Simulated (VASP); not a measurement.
# PtSe2 in VASP: single point with PBE+D3(BJ)

Aim: the single point of PtSe2 with PBE+D3(BJ).

Program: VASP 6.6.1. These are calculated values, not measurements. Logs are shortened: lines on timing, memory, paths and dates and some standing lists are left out, and cuts for length are marked.

### 1 The cell of the first run

The cell holds a slab with vacuum, 6 atoms: a = 3.707 Å, b = 3.707 Å, c = 22.798 Å, α = 90.00°, β = 90.00°, γ = 120.00°.

### 2 Single point, PBE+D3(BJ) (layers slid over each other)

File INCAR:

```
PREC = Accurate ; ENCUT = 520
EDIFF = 1E-6 ; ISMEAR = 0
SIGMA = 0.05 ; LREAL = False
LASPH = True ; NELM = 80
ALGO = Normal ; ISIF = 2
LWAVE = False ; LCHARG = True
LDIPOL = True ; IDIPOL = 3
DIPOL = 0.5 0.5 0.395 ; GGA = PE
IVDW = 12 ; LELF = True
LVHAR = True ; LVACPOTAV = True
NBANDS = 31
```

File KPOINTS:

```
Automatic mesh
0
Gamma
  9 9 1
```

File POSCAR:

```
PtSe2
1.0
    3.7070357730      0.0000000000      0.0000000000
   -1.8535178865      3.2103871521      0.0000000000
    0.0000000000      0.0000000000     22.7981619012
Se Pt
4 2
Direct
    0.6666666667      0.3333333333      0.1973843339
    0.3333333333      0.6666666667      0.3135814625
    0.8333333333      1.0000000000      0.4763138799
    0.5000000000      1.3333333333      0.5925110086
    0.0000000000      0.0000000000      0.2554828982
    0.1666666667      0.6666666667      0.5344124442
```

Potentials or basis: VASP PAW PBE potentials, release 64 (Se, Pt).

The run is started by

```
$ cat potpaw_PBE.64/Se/POTCAR potpaw_PBE.64/Pt/POTCAR > POTCAR
$ mpirun -np 1 vasp_std > vasp.out
```

OUTCAR:

```text
PREC = Accurate
   ENCUT = 520
   EDIFF = 1E-6
   ISMEAR = 0
   LREAL = False
   LASPH = True
   NELM = 80
   ISIF = 2
   GGA = PE
   IVDW = 12
 IVDW          = 12

 ion  position               nearest neighbor table
   1  0.667  0.333  0.197-   5 2.52   5 2.52   5 2.52
   2  0.333  0.667  0.314-   5 2.52   5 2.52   5 2.52
   3  0.833  0.000  0.476-   6 2.52   6 2.52   6 2.52
   4  0.500  0.333  0.593-   6 2.52   6 2.52   6 2.52
   5  0.000  0.000  0.255-   2 2.52   1 2.52   2 2.52   1 2.52   2 2.52   1 2.52
   6  0.167  0.667  0.534-   3 2.52   3 2.52   3 2.52   4 2.52   4 2.52   4 2.52

  LATTYP: Found a hexagonal cell.
 ALAT       =     3.7070357730
 C/A-ratio  =     6.1499708385

  Lattice vectors:

 A1 = (   3.7070357730,   0.0000000000,   0.0000000000)
 A2 = (  -1.8535178865,   3.2103871521,   0.0000000000)
 A3 = (   0.0000000000,   0.0000000000,  22.7981619012)

Analysis of symmetry for initial positions (statically):
=====================================================================
 Subroutine PRICEL returns:
 Original cell was already a primitive cell.

 Routine SETGRP: Setting up the symmetry group for a
 hexagonal supercell.

 Subroutine GETGRP returns: Found  2 space group operations
 (whereof  1 operations were pure point group operations)
 out of a pool of 24 trial point group operations.

The static configuration has the point symmetry C_1 .
 The point group associated with its full space group is S_2 .

Analysis of symmetry for dynamics (positions and initial velocities):
=====================================================================
 Subroutine PRICEL returns:
 Original cell was already a primitive cell.

 Routine SETGRP: Setting up the symmetry group for a
 hexagonal supercell.

 Subroutine GETGRP returns: Found  2 space group operations
 (whereof  1 operations were pure point group operations)
 out of a pool of 24 trial point group operations.

The dynamic configuration has the point symmetry C_1 .
 The point group associated with its full space group is S_2 .

 Subroutine INISYM returns: Found  2 space group operations
 (whereof  1 operations are pure point group operations),
 and found     1 'primitive' translations

----------------------------------------------------------------------------------------

                                     Primitive cell

  volume of cell :     271.3214

  direct lattice vectors                    reciprocal lattice vectors
     3.707035773  0.000000000  0.000000000     0.269757310  0.155744456  0.000000000
    -1.853517886  3.210387152  0.000000000     0.000000000  0.311488912  0.000000000
     0.000000000  0.000000000 22.798161901     0.000000000  0.000000000  0.043863185

  length of vectors
     3.707035773  3.707035773 22.798161901     0.311488912  0.311488912  0.043863185

  position of ions in fractional coordinates (direct lattice)
     0.666666667  0.333333333  0.197384334
     0.333333333  0.666666667  0.313581462
     0.833333333  0.000000000  0.476313880
     0.500000000  0.333333333  0.592511009
     0.000000000  0.000000000  0.255482898
     0.166666667  0.666666667  0.534412444

  ion indices of the primitive-cell ions
   primitive index   ion index
                 1           1
                 2           2
                 3           3
                 4           4
                 5           5
                 6           6

----------------------------------------------------------------------------------------

 KPOINTS: Automatic mesh

Automatic generation of k-mesh.
 Grid dimensions read from file:
 generate k-points for:    9    9    1

 Generating k-lattice:

  Cartesian coordinates                     Fractional coordinates (reciprocal lattice)
     0.029973034  0.017304940  0.000000000     0.111111111  0.000000000  0.000000000
     0.000000000  0.034609879  0.000000000     0.000000000  0.111111111  0.000000000
     0.000000000  0.000000000  0.043863185     0.000000000  0.000000000  1.000000000

  Length of vectors
     0.034609879  0.034609879  0.043863185

  Shift w.r.t. Gamma in fractional coordinates (k-lattice)
     0.000000000  0.000000000  0.000000000

 Subroutine IBZKPT returns following result:
 ===========================================

 Found     41 irreducible k-points:

 Following reciprocal coordinates:
            Coordinates               Weight
  0.000000  0.000000  0.000000      1.000000
  0.111111  0.000000  0.000000      2.000000
  0.000000  0.111111  0.000000      2.000000
 -0.111111  0.111111  0.000000      2.000000
  0.222222 -0.000000  0.000000      2.000000
  0.000000  0.222222  0.000000      2.000000
[... 16 lines left out ...]
  0.333333  0.111111  0.000000      2.000000
 -0.111111  0.444444  0.000000      2.000000
 [... further k-points ...]
   k-points           NKPTS =     41   k-points in BZ     NKDIM =     41   number of bands    NBANDS=     31
   number of dos      NEDOS =    301   number of ions     NIONS =      6
   total plane-waves  NPLWV = 141120
   dimension x,y,z NGX =    28 NGY =   28 NGZ =  180
   dimension x,y,z NGXF=    56 NGYF=   56 NGZF=  360
   ions per type =               4   2
   NGX,Y,Z   is equivalent  to a cutoff of  12.56, 12.56, 13.13 a.u.
   NGXF,Y,Z  is equivalent  to a cutoff of  25.11, 25.11, 26.25 a.u.
 SYSTEM =  unknown system
   PREC   = accura    normal or accurate (medium, high low for compatibility)
   ISTART =      0    job   : 0-new  1-cont  2-samecut
   ICHARG =      2    charge: 1-file 2-atom 10-const
   ISPIN  =      1    spin polarized calculation?
   LNONCOLLINEAR =      F non collinear calculations
   LSORBIT =      F    spin-orbit coupling
   LASPH  =      T    aspherical Exc in radial PAW
   ENCUT  =  520.0 eV  38.22 Ry    6.18 a.u.   6.89  6.89 42.39*2*pi/ulx,y,z
   NELM   =     80;   NELMIN=  2; NELMDL= -5     # of ELM steps
   EDIFF  = 0.1E-05   stopping-criterion for ELM
   LREAL  =      F    real-space projection
   EDIFFG = 0.1E-04   stopping-criterion for IOM
   NSW    =      0    number of steps for IOM
   IBRION =     -1    ionic relax: 0-MD 1-quasi-New 2-CG
   NFREE  =      0    steps in history (QN), initial steepest desc. (CG)
   ISIF   =      2    stress and relaxation
   ISYM   =      2    0-nonsym 1-usesym 2-fastsym
   POTIM  = 0.5000    time-step for ionic-motion
   TEBEG  =    0.0;   TEEND  =   0.0 temperature during run
   PSTRESS=    0.0 pullay stress
   NELECT =      44.0000    total number of electrons
   NUPDOWN=      -1.0000    fix difference up-down
   EMIN   =  10.00;   EMAX   =-10.00  energy-range for DOS
   EFERMI =   0.00;   METHOD = LEGACY
   ISMEAR =     0;   SIGMA  =   0.05  broadening in eV -4-tet -1-fermi 0-gaus
   EFERMI_NEDOS =   21; number of points for ismear=-14 and -15
   IALGO  =     38    algorithm
   IMIX   =      4    mixing-type and parameters
     AMIX     =   0.40;   BMIX     =  1.00
     AMIX_MAG =   1.60;   BMIX_MAG =  1.00
  volume/ion in A,a.u.               =      45.22       305.16
  Fermi-wavevector in a.u.,A,eV,Ry     =   0.892752  1.687058 10.843938  0.797007
  Thomas-Fermi vector in A             =   2.014742
   LORBIT       =      0    0 simple, 1 ext, 2 COOP (PROOUT), +10 PAW based schemes
   GGA     = PE    functional components
   LHFCALC =     F    Hartree Fock is set to
   AEXX    =    0.0000 exact exchange contribution
   IVDW    =    12    specifies the selected vdW correction
   LEPSILON=     F    determine dielectric tensor
   LRPA    =     F    only Hartree local field effects (RPA)
 non-spin polarized calculation
 Gauss-broadening in eV      SIGMA  =   0.05
  energy-cutoff  :      520.00
  volume of cell :      271.32
 maximum number of plane-waves:      7334
   NGX = 13   NGY = 13   NGZ = 85

 dipolmoment           0.000000      0.000000      0.000011 electrons x Angstroem

 number of electron      44.0000001 magnetization

 dipolmoment           0.000000      0.000000     -0.000001 electrons x Angstroem

 Free energy of the ion-electron system (eV)
  ---------------------------------------------------
  ext. energy  EPLUGINS =         0.00000000
  ---------------------------------------------------
  free energy    TOTEN  =       -28.57716314 eV

  energy without entropy =      -28.57716314  energy(sigma->0) =      -28.57716314

 E-fermi :  -0.3130     XC(G=0):  -5.5385

 val. band max:       -0.5312118525   @ k =  -0.2222   0.1111   0.0000
 cond. band min:       0.5475122000   @ k =  -0.2222   0.2222   0.0000
 fundamental gap:      1.0787240525
 Fermi energy:        -0.3129730575

 k-point     1 :       0.0000    0.0000    0.0000
  band No.  band energies     occupation
      1     -14.7452      2.00000
      2     -14.7127      2.00000
      3     -12.9990      2.00000
      4     -12.9310      2.00000
      5      -5.9551      2.00000
      6      -5.7766      2.00000
[... 23 lines left out ...]
     30       4.8486      0.00000
     31       4.9568      0.00000

 k-point     2 :       0.1111    0.0000    0.0000
  band No.  band energies     occupation
      1     -14.6126      2.00000
      2     -14.5805      2.00000
      3     -13.0022      2.00000
      4     -12.9396      2.00000
      5      -5.8619      2.00000
      6      -5.7966      2.00000
[... 23 lines left out ...]
     30       5.5722      0.00000
     31       5.5789      0.00000

 k-point     3 :       0.0000    0.1111    0.0000
  band No.  band energies     occupation
      1     -14.6127      2.00000
      2     -14.5805      2.00000
      3     -13.0023      2.00000
      4     -12.9395      2.00000
      5      -5.8601      2.00000
      6      -5.7957      2.00000
[... 703 lines left out ...]
     30       6.3954      0.00000
     31       6.7584      0.00000

 k-point    24 :      -0.1111    0.4444    0.0000
  band No.  band energies     occupation
      1     -13.4665      2.00000
      2     -13.4413      2.00000
      3     -13.0513      2.00000
      4     -13.0260      2.00000
      5      -6.3580      2.00000
      6      -6.3207      2.00000
[... 23 lines left out ...]
     30       6.3821      0.00000
     31       6.7350      0.00000

 [... further k-points ...]

------------------------ aborting loop because EDIFF is reached ----------------------------------------

 Edisp (eV)   -2.02964

 E8    (eV) :    -0.9003

  FORCE on cell =-STRESS in cart. coord.  units (eV):
  Direction    XX          YY          ZZ          XY          YZ          ZX
  --------------------------------------------------------------------------------------
  -------------------------------------------------------------------------------------
  Total      -0.19665    -0.17821    -0.72771     0.00925     0.02704     0.05123
  in kB      -1.16124    -1.05234    -4.29720     0.05462     0.15969     0.30252
  external pressure =       -2.17 kB  Pullay stress =        0.00 kB

 VOLUME and BASIS-vectors are now :
 -----------------------------------------------------------------------------
  energy-cutoff  :      520.00
  volume of cell :      271.32
      direct lattice vectors                 reciprocal lattice vectors
     3.707035773  0.000000000  0.000000000     0.269757310  0.155744456  0.000000000
    -1.853517886  3.210387152  0.000000000     0.000000000  0.311488912  0.000000000
     0.000000000  0.000000000 22.798161901     0.000000000  0.000000000  0.043863185

 POSITION                                       TOTAL-FORCE (eV/Angst)
 -----------------------------------------------------------------------------------
      1.85352      1.07013      4.50000        -0.004532     -0.003538      0.001137
     -0.00000      2.14026      7.14908        -0.004895     -0.005611      0.080544
      3.08920      0.00000     10.85908         0.004895      0.005611     -0.080544
      1.23568      1.07013     13.50816         0.004532      0.003538     -0.001137
      0.00000      0.00000      5.82454         0.001144      0.004069      0.058226
     -0.61784      2.14026     12.18362        -0.001144     -0.004069     -0.058226
 -----------------------------------------------------------------------------------
    total drift:                                0.000004      0.000006     -0.000040

  FREE ENERGIE OF THE ION-ELECTRON SYSTEM (eV)
  ---------------------------------------------------
  free  energy   TOTEN  =       -30.6067991179 eV

  energy  without entropy=      -30.6067991179  energy(sigma->0) =      -30.60679912

 vacuum level on the upper side and lower side of the slab         4.976         4.976
```

Wall time 7.3 min (1 thread of Intel Xeon Platinum 8375C at 2.90GHz (Ice Lake), shared host); peak memory 0.56 GiB.

What came out:

- Free energy: -30.6068 eV
- Largest force: 0.081 eV/Å
- Band gap on the k mesh: 1.08 eV (least direct gap 1.25 eV)
- Dispersion energy per atom: -0.338 eV

Forces on the atoms (eV/Å):
```
Se  -0.005 -0.004  0.001
Se  -0.005 -0.006  0.081
Se   0.005  0.006 -0.081
Se   0.005  0.004 -0.001
Pt   0.001  0.004  0.058
Pt  -0.001 -0.004 -0.058
```

Levels at points of the mesh, in eV from the valence-band top:
```tsv
k point	band 18	band 19	band 20	band 21	band 22	band 23	band 24	band 25	band 26	band 27
(0.00, 0.00, 0.00)	-0.43	-0.17	-0.15	-0.15	-0.13	2.78	2.80	2.81	2.84	4.36
```

Caveat: the cell differs from its parent crystal (layers slid over each other); spin-orbit coupling is left out, which moves the levels of the heavy elements.
